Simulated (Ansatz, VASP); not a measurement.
**One calculation of SrMg, two programs**

```
Sr Mg
1.0
     3.90000   -0.03900   -0.03900
    -0.03900    3.90000   -0.03900
    -0.03900   -0.03900    3.90000
Sr Mg
1 1
Direct
  0.50000 0.50000 0.50000
  0.00000 0.00000 0.00000
```

Change from the starting cell: equal xy, yz and zx shear strains of -2 %.

Alike in both runs: task single point; functional LDA; k mesh 9 × 9 × 9; occupations fermi-dirac, width 0.05 eV; no spin polarisation.

```csv
,VASP,Ansatz
version,VASP 6.6.1,Ansatz 0.2.0
potentials or method,"VASP PAW LDA potentials, release 64 (Sr_sv, Mg), cutoff 520 eV","all-electron LAPW, scalar-relativistic"
```

|  | VASP | Ansatz | Ansatz less VASP |
| --- | --- | --- | --- |
| pressure (GPa) | 3.3 | 3.5 | +0.15 |
| traceless stress, the component that is largest in VASP (GPa) | 0.65 | 0.64 | -0.011 |

LDA's correlation is that of Perdew and Zunger in VASP and of Perdew and Wang (1992) in Ansatz. Ansatz ran all-electron here, and VASP with PAW potentials.
